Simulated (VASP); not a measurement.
Set up this calculation in VASP 6.6.1, as the native input.

- Task: single point
- Functional: PBE
- Dispersion: D4
- Potentials or basis: VASP PAW PBE potentials, release 64 (Ga_d, P)
- Cutoff: 520 eV
- k mesh: 8 × 8 × 8
- Occupations: fermi-dirac, width 0.05 eV
- Spin: no spin polarisation
- Dipole correction: no
- Further INCAR settings: ALGO = Normal; EDIFF = 1e-06; NBANDS = 16

The structure of GaP lies in POSCAR:

```
GaP
1.0
    0.0000000000      2.7163585539      2.7163585539
    2.7163585539      0.0000000000      2.7163585539
    2.7163585539      2.7163585539      0.0000000000
Ga P
1 1
Direct
    0.0000000000      0.0000000000      0.0000000000
    0.7500000000      0.7500000000      0.7500000000
```

The input as run:

INCAR

```
ALGO = Normal
EDIFF = 1E-6
ENCUT = 520
GGA = PE
ISIF = 2
ISMEAR = -1
IVDW = 13
LASPH = True
LCHARG = False
LREAL = False
LWAVE = False
NBANDS = 16
NELM = 60
PREC = Accurate
SIGMA = 0.05
```

KPOINTS

```
k-points
0
Gamma
  8 8 8
```

Potentials or basis: VASP PAW PBE potentials, release 64 (Ga_d, P).

The run is started by

```bash
$ cat potpaw_PBE.64/Ga_d/POTCAR potpaw_PBE.64/P/POTCAR > POTCAR
$ mpirun -np 1 vasp_std > vasp.out
```

It gave:

- Pressure: -0.1 GPa
- Band gap on the k mesh: 1.63 eV (least direct gap 1.91 eV)
- Dispersion energy per atom: -0.417 eV

Run time: 32 s on 1 thread of Intel Xeon 8259CL (shared host), peak memory 0.17 GiB.
